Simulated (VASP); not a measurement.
# WSe2 in VASP: further runs, part 2 of 2

VASP 6.6.1.

### 3 Single point, r2SCAN (biaxial xy strain -2.8%)

Contents of POSCAR:

```
WSe2
1.0
    3.2039016103      0.0000000000      0.0000000000
   -1.6019508051      2.7746601857      0.0000000000
    0.0000000000      0.0000000000      7.1842669523
W Se
1 2
Direct
    0.0000000000      0.0000000000      0.0000000000
    0.3333333333      0.6666666667      0.2366526854
    0.3333333333      0.6666666667      0.7633473146
```

Contents of INCAR.step1:

```
PREC = Accurate ; ENCUT = 520
ISMEAR = 0 ; SIGMA = 0.01
LREAL = False ; LASPH = True
NELM = 80 ; NBANDS = 20
GGA = PE ; ALGO = Normal
EDIFF = 1E-4 ; LWAVE = True
LCHARG = False
```

Contents of INCAR.step2:

```
PREC = Accurate ; ENCUT = 520
EDIFF = 1E-7 ; ISMEAR = 0
SIGMA = 0.01 ; LREAL = False
LASPH = True ; NELM = 80
ALGO = Normal ; ISIF = 2
LWAVE = False ; LCHARG = True
METAGGA = R2SCAN ; LMIXTAU = True
LELF = True ; LVHAR = True
NBANDS = 20 ; ISTART = 1
```

Contents of KPOINTS:

```
regular mesh
0
Gamma
  12 12 4
```

Potentials or basis: VASP PAW PBE potentials, release 64 (W_sv, Se).

Run with:

```sh
$ cat potpaw_PBE.64/W_sv/POTCAR potpaw_PBE.64/Se/POTCAR > POTCAR
$ cp INCAR.step1 INCAR
$ mpirun -np 1 vasp_std > vasp.out
$ cp INCAR.step2 INCAR
$ mpirun -np 1 vasp_std > vasp.out
```

OUTCAR:

```text
PREC = Accurate
   ENCUT = 520
   EDIFF = 1E-7
   ISMEAR = 0
   LREAL = False
   LASPH = True
   NELM = 80
   ISIF = 2
   METAGGA = R2SCAN
   ISTART = 1

 ion  position               nearest neighbor table
   1  0.000  0.000  0.000-   2 2.51   3 2.51   2 2.51   3 2.51   2 2.51   3 2.51
   2  0.333  0.667  0.237-   1 2.51   1 2.51   1 2.51
   3  0.333  0.667  0.763-   1 2.51   1 2.51   1 2.51

  LATTYP: Found a hexagonal cell.
 ALAT       =     3.2039016103
 C/A-ratio  =     2.2423494308

  Lattice vectors:

 A1 = (   3.2039016103,   0.0000000000,   0.0000000000)
 A2 = (  -1.6019508051,   2.7746601857,   0.0000000000)
 A3 = (   0.0000000000,   0.0000000000,   7.1842669523)

Analysis of symmetry for initial positions (statically):
=====================================================================
 Subroutine PRICEL returns:
 Original cell was already a primitive cell.

 Routine SETGRP: Setting up the symmetry group for a
 hexagonal supercell.

 Subroutine GETGRP returns: Found 12 space group operations
 (whereof 12 operations were pure point group operations)
 out of a pool of 24 trial point group operations.

The static configuration has the point symmetry D_3h.

Analysis of symmetry for dynamics (positions and initial velocities):
=====================================================================
 Subroutine PRICEL returns:
 Original cell was already a primitive cell.

 Routine SETGRP: Setting up the symmetry group for a
 hexagonal supercell.

 Subroutine GETGRP returns: Found 12 space group operations
 (whereof 12 operations were pure point group operations)
 out of a pool of 24 trial point group operations.

The dynamic configuration has the point symmetry D_3h.

 Subroutine INISYM returns: Found 12 space group operations
 (whereof 12 operations are pure point group operations),
 and found     1 'primitive' translations

----------------------------------------------------------------------------------------

                                     Primitive cell

  volume of cell :      63.8663

  direct lattice vectors                    reciprocal lattice vectors
     3.203901610  0.000000000  0.000000000     0.312119447  0.180202247  0.000000000
    -1.601950805  2.774660186  0.000000000     0.000000000  0.360404494  0.000000000
     0.000000000  0.000000000  7.184266952     0.000000000  0.000000000  0.139193046

  length of vectors
     3.203901610  3.203901610  7.184266952     0.360404494  0.360404494  0.139193046

  position of ions in fractional coordinates (direct lattice)
     0.000000000  0.000000000  0.000000000
     0.333333333  0.666666667  0.236652685
     0.333333333  0.666666667  0.763347315

  ion indices of the primitive-cell ions
   primitive index   ion index
                 1           1
                 2           2
                 3           3

----------------------------------------------------------------------------------------

 KPOINTS: regular mesh

Automatic generation of k-mesh.
 Grid dimensions read from file:
 generate k-points for:   12   12    4

 Generating k-lattice:

  Cartesian coordinates                     Fractional coordinates (reciprocal lattice)
     0.026009954  0.015016854  0.000000000     0.083333333  0.000000000  0.000000000
     0.000000000  0.030033708  0.000000000     0.000000000  0.083333333  0.000000000
     0.000000000  0.000000000  0.034798261     0.000000000  0.000000000  0.250000000

  Length of vectors
     0.030033708  0.030033708  0.034798261

  Shift w.r.t. Gamma in fractional coordinates (k-lattice)
     0.000000000  0.000000000  0.000000000

 Subroutine IBZKPT returns following result:
 ===========================================

 Found     57 irreducible k-points:

 Following reciprocal coordinates:
            Coordinates               Weight
  0.000000  0.000000  0.000000      1.000000
  0.083333  0.000000  0.000000      6.000000
  0.166667  0.000000  0.000000      6.000000
  0.250000  0.000000  0.000000      6.000000
  0.333333  0.000000  0.000000      6.000000
  0.416667  0.000000  0.000000      6.000000
[... 16 lines left out ...]
  0.250000  0.000000  0.250000     12.000000
  0.333333  0.000000  0.250000     12.000000
 [... further k-points ...]
   k-points           NKPTS =     57   k-points in BZ     NKDIM =     57   number of bands    NBANDS=     20
   number of dos      NEDOS =    301   number of ions     NIONS =      3
   total plane-waves  NPLWV =  31104
   dimension x,y,z NGX =    24 NGY =   24 NGZ =   54
   dimension x,y,z NGXF=    48 NGYF=   48 NGZF=  108
   ions per type =               1   2
   NGX,Y,Z   is equivalent  to a cutoff of  12.45, 12.45, 12.50 a.u.
   NGXF,Y,Z  is equivalent  to a cutoff of  24.91, 24.91, 24.99 a.u.
 SYSTEM =  unknown system
   PREC   = accura    normal or accurate (medium, high low for compatibility)
   ISTART =      1    job   : 0-new  1-cont  2-samecut
   ICHARG =      0    charge: 1-file 2-atom 10-const
   ISPIN  =      1    spin polarized calculation?
   LNONCOLLINEAR =      F non collinear calculations
   LSORBIT =      F    spin-orbit coupling
   LASPH  =      T    aspherical Exc in radial PAW
   ENCUT  =  520.0 eV  38.22 Ry    6.18 a.u.   5.96  5.96 13.36*2*pi/ulx,y,z
   NELM   =     80;   NELMIN=  2; NELMDL=  0     # of ELM steps
   EDIFF  = 0.1E-06   stopping-criterion for ELM
   LREAL  =      F    real-space projection
   EDIFFG = 0.1E-05   stopping-criterion for IOM
   NSW    =      0    number of steps for IOM
   IBRION =     -1    ionic relax: 0-MD 1-quasi-New 2-CG
   NFREE  =      0    steps in history (QN), initial steepest desc. (CG)
   ISIF   =      2    stress and relaxation
   ISYM   =      2    0-nonsym 1-usesym 2-fastsym
   POTIM  = 0.5000    time-step for ionic-motion
   TEBEG  =    0.0;   TEEND  =   0.0 temperature during run
   PSTRESS=    0.0 pullay stress
   NELECT =      26.0000    total number of electrons
   NUPDOWN=      -1.0000    fix difference up-down
   EMIN   =  10.00;   EMAX   =-10.00  energy-range for DOS
   EFERMI =   0.00;   METHOD = LEGACY
   ISMEAR =     0;   SIGMA  =   0.01  broadening in eV -4-tet -1-fermi 0-gaus
   EFERMI_NEDOS =   21; number of points for ismear=-14 and -15
   IALGO  =     38    algorithm
   IMIX   =      4    mixing-type and parameters
     AMIX     =   0.40;   BMIX     =  1.00
     AMIX_MAG =   1.60;   BMIX_MAG =  1.00
  volume/ion in A,a.u.               =      21.29       143.66
  Fermi-wavevector in a.u.,A,eV,Ry     =   1.213320  2.292843 20.029765  1.472146
  Thomas-Fermi vector in A             =   2.348776
   LORBIT       =      0    0 simple, 1 ext, 2 COOP (PROOUT), +10 PAW based schemes
   METAGGA = R2SCAN    functional components
   LHFCALC =     F    Hartree Fock is set to
   AEXX    =    0.0000 exact exchange contribution
   IVDW    =     0    specifies the selected vdW correction
   LEPSILON=     F    determine dielectric tensor
   LRPA    =     F    only Hartree local field effects (RPA)
 non-spin polarized calculation
 Gauss-broadening in eV      SIGMA  =   0.01
  energy-cutoff  :      520.00
  volume of cell :       63.87
 maximum number of plane-waves:      1752
 NGX is ok and might be reduce to    24
   NGX = 11   NGY = 11   NGZ = 27

 number of electron      26.0000002 magnetization

 Free energy of the ion-electron system (eV)
  ---------------------------------------------------
  ext. energy  EPLUGINS =         0.00000000
  ---------------------------------------------------
  free energy    TOTEN  =       -81.63604350 eV

  energy without entropy =      -81.63604350  energy(sigma->0) =      -81.63604350

 E-fermi :   5.4310     XC(G=0): -10.9359

 val. band max:        5.2782305109   @ k =   0.3333   0.3333   0.5000
 cond. band min:       6.6309628910   @ k =   0.1667   0.1667   0.0000
 fundamental gap:      1.3527323800
 Fermi energy:         5.4309859179

 k-point     1 :       0.0000    0.0000    0.0000
  band No.  band energies     occupation
      1     -70.6351      2.00000
      2     -34.3009      2.00000
      3     -34.0725      2.00000
      4     -34.0725      2.00000
      5     -10.5520      2.00000
      6      -9.1219      2.00000
[... 12 lines left out ...]
     19      13.1377      0.00000
[... 513 lines left out ...]
      4     -34.1308      2.00000
      5      -8.8915      2.00000
      6      -8.3436      2.00000
[... 12 lines left out ...]
     19      12.8855      0.00000
     20      13.9320      0.00000

 [... further k-points ...]

------------------------ aborting loop because EDIFF is reached ----------------------------------------

  FORCE on cell =-STRESS in cart. coord.  units (eV):
  Direction    XX          YY          ZZ          XY          YZ          ZX
  --------------------------------------------------------------------------------------
  -------------------------------------------------------------------------------------
  Total        3.4909711      3.4909711      0.7373017      0.0000000      0.0000000      0.0000000
  in kB       87.5760593     87.5760593     18.4962799      0.0000000      0.0000000      0.0000000
  external PRESSURE =      64.5494662 kB  Pullay stress =       0.0000000 kB

 VOLUME and BASIS-vectors are now :
 -----------------------------------------------------------------------------
  energy-cutoff  :      520.00
  volume of cell :       63.87
      direct lattice vectors                 reciprocal lattice vectors
     3.203901610  0.000000000  0.000000000     0.312119447  0.180202247  0.000000000
    -1.601950805  2.774660186  0.000000000     0.000000000  0.360404494  0.000000000
     0.000000000  0.000000000  7.184266952     0.000000000  0.000000000  0.139193046

 POSITION                                       TOTAL-FORCE (eV/Angst)
 -----------------------------------------------------------------------------------
      0.00000      0.00000      0.00000        -0.000000     -0.000000      0.000000
     -0.00000      1.84977      1.70018         0.000000      0.000000      0.025339
     -0.00000      1.84977      5.48409        -0.000000     -0.000000     -0.025339
 -----------------------------------------------------------------------------------
    total drift:                                0.000000     -0.000000     -0.000000

  FREE ENERGIE OF THE ION-ELECTRON SYSTEM (eV)
  ---------------------------------------------------
  free  energy   TOTEN  =       -81.6360435006 eV

  energy  without entropy=      -81.6360435006  energy(sigma->0) =      -81.63604350
```

Wall time 4.6 min (1 thread of Intel Xeon 8259CL, shared host); peak memory 0.23 GiB.

What came out:

- Free energy: -81.6360 eV
- Pressure: 6.5 GPa
- Largest force: 0.025 eV/Å
- Band gap on the k mesh: 1.35 eV (least direct gap 2.09 eV)

Forces on the atoms (eV/Å):
```
W    0.000  0.000  0.000
Se   0.000  0.000  0.025
Se   0.000  0.000 -0.025
```

Caveat: the cell differs from its parent crystal (biaxial xy strain -2.8%); the cell stands under pressure; the PAW data sets were made with another functional, which shifts forces and pressure a little; spin-orbit coupling is left out, which moves the levels of the heavy elements. A k mesh can miss the band edges.

### 4 Single point, PBE (uniaxial x strain -5.3%)

Contents of INCAR:

```
SYSTEM = WSe2
PREC = Accurate
ENCUT = 520
EDIFF = 1E-6
ISMEAR = -1
SIGMA = 0.02
LREAL = .FALSE.
LASPH = .TRUE.
NELM = 60
ALGO = Normal
ISIF = 2
LWAVE = .FALSE.
LCHARG = .TRUE.
GGA = PE
LELF = .TRUE.
LVHAR = .TRUE.
NBANDS = 20
```

Contents of KPOINTS:

```
Automatic mesh
0
G
  12 12 4
  0 0 0
```

Contents of POSCAR:

```
WSe2
1.0
    3.1227901771      0.0000000000      0.0000000000
   -1.5613950885      2.8554699863      0.0000000000
    0.0000000000      0.0000000000      7.1842669523
W Se
1 2
Direct
    0.0022192377      0.0044384755      0.0000000000
    0.3322237145      0.6644474290      0.2362724355
    0.3322237145      0.6644474290      0.7637275645
```

Run with:

```sh
$ cat potpaw_PBE.64/W_sv/POTCAR potpaw_PBE.64/Se/POTCAR > POTCAR
$ mpirun -np 1 vasp_std > vasp.out
```

Run time: 2.2 min. Hardware: 1 thread of Intel Xeon 8259CL, shared host; peak memory 0.3 GiB.

Results (log left out):

```yaml
Free_energy: -21.4216 eV
Pressure: 8.3 GPa
Largest_force: 0.373 eV/Å
Band_gap_on_the_k_mesh: 1.18 eV (least direct gap 1.90 eV)
```

Forces on the atoms (eV/Å):
```
W    0.000  0.055  0.000
Se   0.000 -0.027  0.372
Se   0.000 -0.027 -0.372
```

Stress tensor (GPa, compression positive):
```
14.82  0.00  0.00
 0.00  4.80  0.00
 0.00  0.00  5.18
```

Levels at points of the mesh, in eV from the valence-band top:
```csv
k point,band 11,band 12,band 13,band 14,band 15,band 16
"(0.00, 0.00, 0.00)",-1.27,-1.11,-0.80,2.93,3.02,3.40
"(0.50, 0.00, 0.00)",-2.01,-1.23,-1.00,2.50,2.78,4.04
"(0.00, 0.50, 0.00)",-2.25,-1.54,-0.31,2.63,2.70,4.09
"(0.00, 0.00, 0.50)",-1.30,-0.82,-0.28,2.95,3.02,3.34
"(0.50, 0.00, 0.50)",-2.70,-0.95,-0.86,2.60,3.18,3.27
"(0.00, 0.50, 0.50)",-2.54,-1.17,-0.25,2.72,3.02,3.45
```

Caveat: the cell differs from its parent crystal (uniaxial x strain -5.3%); the cell stands under pressure; spin-orbit coupling is left out, which moves the levels of the heavy elements; this functional lacks dispersion, which binds the layers, so the pressure and a relaxed spacing across them are unreliable. A k mesh can miss the band edges.

### 5 Single point, r2SCAN (uniaxial x strain -5.3%)

POSCAR is that of step 4.

INCAR.step1, as its differences from that of step 3:

```diff
@@ -3,3 +3,3 @@
 LREAL = False ; LASPH = True
-NELM = 80 ; NBANDS = 20
+NELM = 100 ; NBANDS = 20
 GGA = PE ; ALGO = Normal
```

Contents of INCAR.step2:

```
PREC = Accurate ; ENCUT = 520
EDIFF = 1E-6 ; ISMEAR = 0
SIGMA = 0.01 ; LREAL = False
LASPH = True ; NELM = 100
ALGO = Normal ; ISIF = 2
LWAVE = False ; LCHARG = False
METAGGA = R2SCAN ; LMIXTAU = True
NBANDS = 20 ; ISTART = 1
```

Contents of KPOINTS:

```
Automatic mesh
0
Gamma
  12 12 4
```

Run with:

```sh
$ cat potpaw_PBE.64/W_sv/POTCAR potpaw_PBE.64/Se/POTCAR > POTCAR
$ cp INCAR.step1 INCAR
$ mpirun -np 1 vasp_std > vasp.out
$ cp INCAR.step2 INCAR
$ mpirun -np 1 vasp_std > vasp.out
```

It took 7.5 min on 1 thread of Intel Xeon 8259CL, shared host; peak memory 0.3 GiB.

The run converged. Its results:

```
Free energy            : -81.5905 eV
Pressure               : 6.4 GPa
Largest force          : 0.026 eV/Å
Band gap on the k mesh : 1.32 eV (least direct gap 2.04 eV)
```

Forces on the atoms (eV/Å):
```
W    0.000  0.001  0.000
Se   0.000 -0.001  0.026
Se   0.000 -0.001 -0.026
```

Stress tensor (GPa, compression positive):
```
13.96  0.00  0.00
 0.00  3.54  0.00
 0.00  0.00  1.80
```

Levels at points of the mesh, in eV from the valence-band top:
| k point | band 11 | band 12 | band 13 | band 14 | band 15 | band 16 |
| --- | --- | --- | --- | --- | --- | --- |
| (0.00, 0.00, 0.00) | -1.36 | -1.11 | -0.86 | 3.05 | 3.18 | 3.57 |
| (0.50, 0.00, 0.00) | -2.14 | -1.28 | -1.11 | 2.66 | 2.97 | 4.37 |
| (0.00, 0.50, 0.00) | -2.40 | -1.61 | -0.39 | 2.80 | 2.85 | 4.42 |
| (0.00, 0.00, 0.50) | -1.39 | -0.88 | -0.27 | 3.10 | 3.14 | 3.51 |
| (0.50, 0.00, 0.50) | -2.85 | -1.06 | -0.91 | 2.76 | 3.35 | 3.57 |
| (0.00, 0.50, 0.50) | -2.68 | -1.24 | -0.33 | 2.87 | 3.19 | 3.75 |

Caveat: the cell differs from its parent crystal (uniaxial x strain -5.3%); the cell stands under pressure; the PAW data sets were made with another functional, which shifts forces and pressure a little; spin-orbit coupling is left out, which moves the levels of the heavy elements.

### 6 Overview

| level | cell | smearing | gap on the mesh (eV) | pressure (GPa) | largest force (eV/Å) |
| --- | --- | --- | --- | --- | --- |
| PBE | a = 3.204, b = 3.204, c = 7.184 Å, angles 90.0, 90.0, 120.0°, 3 atoms, biaxial xy strain -2.8% | fermi-dirac 0.02 eV | 1.21 | 8.3 | 0.37 |
| r2SCAN | a = 3.204, b = 3.204, c = 7.184 Å, angles 90.0, 90.0, 120.0°, 3 atoms, biaxial xy strain -2.8% | gaussian 0.01 eV | 1.35 | 6.5 | 0.03 |
| PBE | a = 3.123, b = 3.254, c = 7.184 Å, angles 90.0, 90.0, 118.7°, 3 atoms, uniaxial x strain -5.3% | fermi-dirac 0.02 eV | 1.18 | 8.3 | 0.37 |
| r2SCAN | a = 3.123, b = 3.254, c = 7.184 Å, angles 90.0, 90.0, 118.7°, 3 atoms, uniaxial x strain -5.3% | gaussian 0.01 eV | 1.32 | 6.4 | 0.03 |

Alike in all rows: task single point; potentials or basis VASP PAW PBE potentials, release 64 (W_sv, Se); no spin polarisation; k mesh 12 × 12 × 4; cutoff (eV) 520.

Caveats: the cell stands under pressure; spin-orbit coupling is left out, which moves the levels of the heavy elements; this functional lacks dispersion, which binds the layers, so the pressure and a relaxed spacing across them are unreliable (at least some runs); the PAW data sets were made with another functional, which shifts forces and pressure a little (at least some runs).

Total energies depend on the potentials used, so only differences within one code and one set of settings carry meaning.
